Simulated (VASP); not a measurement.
Wanted: the native input for a VASP 6.6.1 run.

```yaml
Task: single point
Functional: PBEsol
Potentials_or_basis: VASP PAW PBE potentials, release 64 (Al, N)
Cutoff: 520 eV
k_mesh: 9 × 9 × 9
Occupations: fermi-dirac, width 0.05 eV
Spin: no spin polarisation
Dipole_correction: no
Further_INCAR_settings: ALGO = Normal; EDIFF = 1e-06; NBANDS = 11
```

The structure of AlN lies in POSCAR:

```
AlN
1.0
    0.0000000000      2.1403136884      2.1839935596
    2.1403136884      0.0000000000      2.1839935596
    2.1403136884      2.1403136884      0.0000000000
Al N
1 1
Direct
    0.0000000000      0.0000000000      0.0000000000
    0.2500000000      0.2500000000      0.2500000000
```

One way to write it, as run:

INCAR

```
SYSTEM = AlN
PREC = Accurate
ENCUT = 520
EDIFF = 1E-6
ISMEAR = -1
SIGMA = 0.05
LREAL = .False.
LASPH = .True.
NELM = 100
ALGO = Normal
ISIF = 2
LWAVE = .False.
LCHARG = .False.
GGA = PS
NBANDS = 11
```

KPOINTS

```
Automatic mesh
0
Gamma
  9 9 9
  0 0 0
```

Potentials or basis: VASP PAW PBE potentials, release 64 (Al, N).

Command:

```console
$ cat potpaw_PBE.64/Al/POTCAR potpaw_PBE.64/N/POTCAR > POTCAR
$ mpirun -np 1 vasp_std > vasp.out
```

It gave:

| Quantity | Value |
| --- | --- |
| Pressure | 10.3 GPa |
| Band gap on the k mesh | 3.34 eV, indirect (least direct gap 4.46 eV) |

Caveat: the PAW data sets were made with another functional, which shifts forces and pressure a little.

Wall time 7.2 s on 1 thread of AMD EPYC 9R45 96-Core Processor (Zen 5), on a shared host, peak memory 0.11 GiB.
